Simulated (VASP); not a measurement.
# Be2Cd in VASP: single point with PBE

Aim: the single point of Be2Cd with PBE.

Program: VASP 6.6.1. These are calculated values, not measurements. Logs are shortened: lines on timing, memory, paths and dates and some standing lists are left out, and cuts for length are marked.

## (1) The cell of the first run

The cell holds a sheet with vacuum, 3 atoms: a = 4.046 Å, b = 4.046 Å, c = 14.000 Å, α = 90.00°, β = 90.00°, γ = 103.46°.

## (2) Single point, PBE

The input, INCAR:

```
SYSTEM = Be2Cd
PREC     = Accurate       ! precision mode
ENCUT    = 520            ! plane-wave cutoff, eV
EDIFF    = 1E-6           ! SCF threshold, eV
ISMEAR   = 0              ! smearing method
SIGMA    = 0.1            ! smearing width, eV
LREAL    = .False.        ! projectors in reciprocal space
LASPH    = .True.         ! aspherical terms in the spheres
NELM     = 100            ! most SCF steps
ALGO     = Normal         ! electronic algorithm
ISIF     = 2              ! what is computed and relaxed
LWAVE    = .False.        ! write WAVECAR
LCHARG   = .False.        ! write CHGCAR
LDIPOL   = .True.       
IDIPOL   = 3            
DIPOL    = 0.5 0.5 0.500
GGA      = PE             ! functional
NBANDS   = 15             ! bands
```

The input, KPOINTS:

```
Automatic mesh
0
Gamma
  4 4 1
  0 0 0
```

The input, POSCAR:

```
Be2Cd
1.0
    4.0456280000      0.0000000000      0.0000000000
   -0.9419540000      3.9344420000      0.0000000000
    0.0000000000      0.0000000000     14.0000000000
Be Cd
2 1
Direct
    0.3152091800      0.6847908200      0.5000000000
    0.6847908200      0.3152091800      0.5000000000
    0.0000000000      0.0000000000      0.5000000000
```

Potentials or basis: VASP PAW PBE potentials, release 64 (Be, Cd).

The run is started by

```
$ cat potpaw_PBE.64/Be/POTCAR potpaw_PBE.64/Cd/POTCAR > POTCAR
$ mpirun -np 1 vasp_std > vasp.out
```

OUTCAR:

```text
SYSTEM = Be2Cd
   PREC = Accurate
   ENCUT = 520
   EDIFF = 1E-6
   ISMEAR = 0
   LREAL = .False.
   LASPH = .True.
   NELM = 100
   ISIF = 2
   GGA = PE

 ion  position               nearest neighbor table
   1  0.315  0.685  0.500-   3 2.00   2 2.35   3 2.77   3 2.77
   2  0.685  0.315  0.500-   3 2.00   1 2.35   3 2.77   3 2.77
   3  0.000  0.000  0.500-   1 2.00   2 2.00   2 2.77   1 2.77   2 2.77   1 2.77

  LATTYP: Found a base centered orthorhombic cell.
 ALAT       =     5.0112499588
 B/A-ratio  =     1.2676721761
 C/A-ratio  =     2.7937141661

  Lattice vectors:

 A1 = (   4.0456280000,   0.0000000000,   0.0000000000)
 A2 = (  -0.9419540000,   3.9344420000,   0.0000000000)
 A3 = (   0.0000000000,   0.0000000000,  14.0000000000)

Analysis of symmetry for initial positions (statically):
=====================================================================
 Subroutine PRICEL returns:
 Original cell was already a primitive cell.

 Routine SETGRP: Setting up the symmetry group for a
 base centered orthorhombic supercell.

 Subroutine GETGRP returns: Found  8 space group operations
 (whereof  8 operations were pure point group operations)
 out of a pool of  8 trial point group operations.

The static configuration has the point symmetry D_2h.

Analysis of symmetry for dynamics (positions and initial velocities):
=====================================================================
 Subroutine PRICEL returns:
 Original cell was already a primitive cell.

 Routine SETGRP: Setting up the symmetry group for a
 base centered orthorhombic supercell.

 Subroutine GETGRP returns: Found  8 space group operations
 (whereof  8 operations were pure point group operations)
 out of a pool of  8 trial point group operations.

The dynamic configuration has the point symmetry D_2h.

 Subroutine INISYM returns: Found  8 space group operations
 (whereof  8 operations are pure point group operations),
 and found     1 'primitive' translations

----------------------------------------------------------------------------------------

                                     Primitive cell

  volume of cell :     222.8420

  direct lattice vectors                    reciprocal lattice vectors
     4.045628000  0.000000000  0.000000000     0.247180413  0.059178043  0.000000000
    -0.941954000  3.934442000  0.000000000     0.000000000  0.254165648  0.000000000
     0.000000000  0.000000000 14.000000000     0.000000000  0.000000000  0.071428571

  length of vectors
     4.045628000  4.045628652 14.000000000     0.254165689  0.254165648  0.071428571

  position of ions in fractional coordinates (direct lattice)
     0.315209180  0.684790820  0.500000000
     0.684790820  0.315209180  0.500000000
     0.000000000  0.000000000  0.500000000

  ion indices of the primitive-cell ions
   primitive index   ion index
                 1           1
                 2           2
                 3           3

----------------------------------------------------------------------------------------

 KPOINTS: Automatic mesh

Automatic generation of k-mesh.
 Grid dimensions read from file:
 generate k-points for:    4    4    1

 Generating k-lattice:

  Cartesian coordinates                     Fractional coordinates (reciprocal lattice)
     0.061795103  0.014794511  0.000000000     0.250000000  0.000000000  0.000000000
     0.000000000  0.063541412  0.000000000     0.000000000  0.250000000  0.000000000
     0.000000000  0.000000000  0.071428571     0.000000000  0.000000000  1.000000000

  Length of vectors
     0.063541422  0.063541412  0.071428571

  Shift w.r.t. Gamma in fractional coordinates (k-lattice)
     0.000000000  0.000000000  0.000000000

 Subroutine IBZKPT returns following result:
 ===========================================

 Found      7 irreducible k-points:

 Following reciprocal coordinates:
            Coordinates               Weight
  0.000000  0.000000  0.000000      1.000000
  0.250000  0.000000  0.000000      4.000000
  0.500000  0.000000  0.000000      2.000000
  0.250000  0.250000  0.000000      2.000000
  0.500000  0.250000  0.000000      4.000000
 -0.250000  0.250000  0.000000      2.000000
  0.500000  0.500000  0.000000      1.000000
   k-points           NKPTS =      7   k-points in BZ     NKDIM =      7   number of bands    NBANDS=     15
   number of dos      NEDOS =    301   number of ions     NIONS =      3
   total plane-waves  NPLWV =  97200
   dimension x,y,z NGX =    30 NGY =   30 NGZ =  108
   dimension x,y,z NGXF=    60 NGYF=   60 NGZF=  216
   ions per type =               2   1
   NGX,Y,Z   is equivalent  to a cutoff of  12.33, 12.33, 12.82 a.u.
   NGXF,Y,Z  is equivalent  to a cutoff of  24.66, 24.66, 25.65 a.u.
 SYSTEM =  Be2Cd
   PREC   = accura    normal or accurate (medium, high low for compatibility)
   ISTART =      0    job   : 0-new  1-cont  2-samecut
   ICHARG =      2    charge: 1-file 2-atom 10-const
   ISPIN  =      1    spin polarized calculation?
   LNONCOLLINEAR =      F non collinear calculations
   LSORBIT =      F    spin-orbit coupling
   LASPH  =      T    aspherical Exc in radial PAW
   ENCUT  =  520.0 eV  38.22 Ry    6.18 a.u.   7.52  7.52 26.03*2*pi/ulx,y,z
   NELM   =    100;   NELMIN=  2; NELMDL= -5     # of ELM steps
   EDIFF  = 0.1E-05   stopping-criterion for ELM
   LREAL  =      F    real-space projection
   EDIFFG = 0.1E-04   stopping-criterion for IOM
   NSW    =      0    number of steps for IOM
   IBRION =     -1    ionic relax: 0-MD 1-quasi-New 2-CG
   NFREE  =      0    steps in history (QN), initial steepest desc. (CG)
   ISIF   =      2    stress and relaxation
   ISYM   =      2    0-nonsym 1-usesym 2-fastsym
   POTIM  = 0.5000    time-step for ionic-motion
   TEBEG  =    0.0;   TEEND  =   0.0 temperature during run
   PSTRESS=    0.0 pullay stress
   NELECT =      16.0000    total number of electrons
   NUPDOWN=      -1.0000    fix difference up-down
   EMIN   =  10.00;   EMAX   =-10.00  energy-range for DOS
   EFERMI =   0.00;   METHOD = LEGACY
   ISMEAR =     0;   SIGMA  =   0.10  broadening in eV -4-tet -1-fermi 0-gaus
   EFERMI_NEDOS =   21; number of points for ismear=-14 and -15
   IALGO  =     38    algorithm
   IMIX   =      4    mixing-type and parameters
     AMIX     =   0.40;   BMIX     =  1.00
     AMIX_MAG =   1.60;   BMIX_MAG =  1.00
  volume/ion in A,a.u.               =      74.28       501.27
  Fermi-wavevector in a.u.,A,eV,Ry     =   0.680428  1.285823  6.299264  0.462983
  Thomas-Fermi vector in A             =   1.758916
   LORBIT       =      0    0 simple, 1 ext, 2 COOP (PROOUT), +10 PAW based schemes
   GGA     = PE    functional components
   LHFCALC =     F    Hartree Fock is set to
   AEXX    =    0.0000 exact exchange contribution
   IVDW    =     0    specifies the selected vdW correction
   LEPSILON=     F    determine dielectric tensor
   LRPA    =     F    only Hartree local field effects (RPA)
 non-spin polarized calculation
 Gauss-broadening in eV      SIGMA  =   0.10
  energy-cutoff  :      520.00
  volume of cell :      222.84
 maximum number of plane-waves:      6035
   NGX = 15   NGY = 15   NGZ = 53

 number of electron      16.0000010 magnetization

 dipolmoment           0.000000      0.000000      0.000000 electrons x Angstroem

 Free energy of the ion-electron system (eV)
  ---------------------------------------------------
  ext. energy  EPLUGINS =         0.00000000
  ---------------------------------------------------
  free energy    TOTEN  =        -3.67212345 eV

  energy without entropy =       -3.66072400  energy(sigma->0) =       -3.66642373

 E-fermi :  -2.9282     XC(G=0):  -3.1062

 val. band max:       -2.9579587886   @ k =  -0.2500   0.2500   0.0000
 cond. band min:      -2.7528337056   @ k =   0.5000   0.5000   0.0000
 fundamental gap:      0.2051250830
 Fermi energy:        -2.9281643396

 k-point     1 :       0.0000    0.0000    0.0000
  band No.  band energies     occupation
      1     -13.0231      2.00000
      2     -12.4251      2.00000
      3     -12.1121      2.00000
      4     -11.8757      2.00000
      5     -11.6678      2.00000
      6      -9.3444      2.00000
      7      -4.0638      2.00000
      8      -1.4313      0.00000
      9      -1.3572      0.00000
     10      -0.8916      0.00000
     11      -0.0557      0.00000
     12       0.7379      0.00000
     13       1.6810      0.00000
     14       2.3207      0.00000
     15       3.4089      0.00000

 k-point     2 :       0.2500    0.0000    0.0000
  band No.  band energies     occupation
      1     -12.9779      2.00000
      2     -12.3270      2.00000
      3     -12.1403      2.00000
      4     -11.8188      2.00000
      5     -11.6848      2.00000
      6      -8.8956      2.00000
      7      -4.5536      2.00000
      8      -3.3850      2.00000
      9      -2.4805      0.00000
     10       0.7614      0.00000
     11       1.3102      0.00000
     12       1.3413      0.00000
     13       2.2834      0.00000
     14       2.3456      0.00000
     15       2.8988      0.00000
[... 59 lines left out ...]
      3     -12.1679      2.00000
      4     -11.8440      2.00000
      5     -11.6888      2.00000
      6      -8.7011      2.00000
      7      -3.7559      2.00000
      8      -3.0851      1.97351
      9      -2.9580      1.32651
     10      -2.2918      0.00000
     11       1.3940      0.00000
     12       1.6307      0.00000
     13       2.6013      0.00000
     14       3.2145      0.00000
     15       3.8607      0.00000

 k-point     7 :       0.5000    0.5000    0.0000
  band No.  band energies     occupation
      1     -12.8476      2.00000
      2     -12.2159      2.00000
      3     -11.9975      2.00000
      4     -11.8012      2.00000
      5     -11.7098      2.00000
      6      -6.7391      2.00000
      7      -6.3491      2.00000
      8      -5.0561      2.00000
      9      -2.7528      0.01315
     10      -0.2351      0.00000
     11       0.1371      0.00000
     12       0.6801      0.00000
     13       4.1660      0.00000
     14       4.1732      0.00000
     15       4.2676      0.00000

------------------------ aborting loop because EDIFF is reached ----------------------------------------

 vacuum level on the upper side and lower side of the slab       (xc-potential included)        -0.136        -0.136

  FORCE on cell =-STRESS in cart. coord.  units (eV):
  Direction    XX          YY          ZZ          XY          YZ          ZX
  --------------------------------------------------------------------------------------
  -------------------------------------------------------------------------------------
  Total        6.0034120      0.1438782     -0.0011210    -12.2373260      0.0000000      0.0000000
  in kB       43.1629982      1.0344472     -0.0080596    -87.9832465      0.0000000      0.0000000
  external PRESSURE =      14.7297953 kB  Pullay stress =       0.0000000 kB

 VOLUME and BASIS-vectors are now :
 -----------------------------------------------------------------------------
  energy-cutoff  :      520.00
  volume of cell :      222.84
      direct lattice vectors                 reciprocal lattice vectors
     4.045628000  0.000000000  0.000000000     0.247180413  0.059178043  0.000000000
    -0.941954000  3.934442000  0.000000000     0.000000000  0.254165648  0.000000000
     0.000000000  0.000000000 14.000000000     0.000000000  0.000000000  0.071428571

 POSITION                                       TOTAL-FORCE (eV/Angst)
 -----------------------------------------------------------------------------------
      0.63018      2.69427      7.00000         3.275575     -2.583929      0.000000
      2.47350      1.24017      7.00000        -3.275575      2.583929      0.000000
      0.00000      0.00000      7.00000         0.000000      0.000000      0.000000
 -----------------------------------------------------------------------------------
    total drift:                                0.000000      0.000000      0.000000

  FREE ENERGIE OF THE ION-ELECTRON SYSTEM (eV)
  ---------------------------------------------------
  free  energy   TOTEN  =        -3.6721234517 eV

  energy  without entropy=       -3.6607240045  energy(sigma->0) =       -3.66642373

 vacuum level on the upper side and lower side of the slab         1.497         1.497
```

Wall time 46 s (1 thread of Intel Xeon Platinum 8175M at 2.50GHz (Skylake/Cascade Lake), shared host); peak memory 0.29 GiB.

Results:

| Quantity | Value |
| --- | --- |
| Free energy | -3.6721 eV |
| Largest force | 4.172 eV/Å |
| Band gap on the k mesh | zero (band 8 reaches -1.43 eV, above the bottom of band 9 at -2.96 eV) |

Forces on the atoms (eV/Å):
```
Be   3.276 -2.584  0.000
Be  -3.276  2.584  0.000
Cd   0.000  0.000  0.000
```

Caveat: the k points lie up to 0.40 Å⁻¹ apart.
